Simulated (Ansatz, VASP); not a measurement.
# Two plane-wave programs on CuO

File INCAR:

```
SYSTEM = CuO
ALGO = Normal ; EDIFF = 1E-7
ENCUT = 520 ; GGA = PS
ISIF = 2 ; ISMEAR = -1
LASPH = .True. ; LCHARG = .False.
LDAU = .True. ; LDAUJ = 0 0
LDAUL = 2 -1 ; LDAUPRINT = 1
LDAUTYPE = 2 ; LDAUU = 6 0
LMAXMIX = 4 ; LREAL = .False.
LWAVE = .False. ; NBANDS = 25
NELM = 150 ; PREC = Accurate
SIGMA = 0.05
```

KPOINTS

```
k-points
0
Gamma
  10 10 5
  0 0 0
```

File POSCAR:

```
CuO
1.0
    2.3446500000     -1.7134000000      0.0000000000
    2.3446500000      1.7134000000      0.0000000000
   -0.8605543552      0.0000000000      5.0594363927
Cu O
2 2
Direct
    0.4968000000      0.0032000000      0.5000000000
    0.0032000000      0.4968000000      0.0000000000
    0.4056000000      0.5714000000      0.7537000000
    0.5714000000      0.4056000000      0.2537000000
```

The input input.yaml:

```yaml
crystal:
  lattice:
    - [2.34465, -1.7134, 0.0]
    - [2.34465, 1.7134, 0.0]
    - [-0.8605543552, 0.0, 5.0594363927]
  atoms:
    - { symbol: Cu, position: [0.4968, 0.0032, 0.5] }
    - { symbol: Cu, position: [0.0032, 0.4968, 0.0] }
    - { symbol: O, position: [0.4056, 0.5714, 0.7537] }
    - { symbol: O, position: [0.5714, 0.4056, 0.2537] }
hamiltonian:
  xc: pbesol
  pseudopotentials: { kind: paw }
  hubbard: { sites: [{ species: Cu, l: d, u_eff: 6.0 }] }
kpoints:
  mp_grid: { grid: [10, 10, 5] }
  band_path:
    path:
      - [[0.0, 0.0, 0.0], [-0.5, -0.5, 0.0], [-0.5249462874, -0.5249462874, 0.3256415493], [-0.5, -0.5, 0.5], [-0.6336780905, -0.3663219095, 0.5]]
      - [[-0.3663219095, 0.3663219095, 0.5], [0.0, 0.0, 0.5], [-0.4750537126, -0.4750537126, 0.6743584507]]
      - [[-0.5, -0.5, 0.0], [-0.6126314136, -0.3873685864, 0.0]]
      - [[-0.3873685864, 0.3873685864, 0.0], [0.0, 0.0, 0.0], [-0.5, 0.0, 0.0]]
      - [[-0.5, 0.0, 0.5], [0.0, 0.0, 0.0]]
    npoints: 14
scf:
  occupations: { method: fermi_dirac, width: 0.05 }
  n_extra_bands: 10
output:
  forces: true
  stress: true
  eigenvalues: true
  fatbands: false
```

Alike in both runs: functional PBEsol; k mesh 10 × 10 × 5; occupations fermi-dirac, width 0.05 eV; no spin polarisation; Hubbard terms Cu d U = 6.0 eV.

```csv
,VASP,Ansatz
version,VASP 6.6.1,Ansatz 0.2.0
potentials or method,"VASP PAW PBE potentials, release 64 (Cu, O)",Ansatz PAW
plane-wave cutoff (eV),520,420
valence electrons in the cell,34,50
task,single point,band structure
```

```csv
,VASP,Ansatz,Ansatz less VASP
gap on the k mesh at the Fermi level (eV),none,none,-
pressure (GPa),-6.8,0.4,+7.19
"traceless stress, the component that is largest in VASP (GPa)",2.23,0.88,-1.348
rms of the force components (eV/Å),0.376,0.452,+0.0766
```

VASP's potentials were made for PBE, not for PBEsol. The programs project onto different local orbitals, so the same U acts differently, and such runs can settle in different states. Atom by atom the forces differ by 0.093 eV/Å (rms over components). A gap of «none» marks a metal or a gap that the smearing closes. VASP's potentials hold 34 valence electrons a cell and Ansatz's 50, so a difference there can come from the potentials and not from the codes.
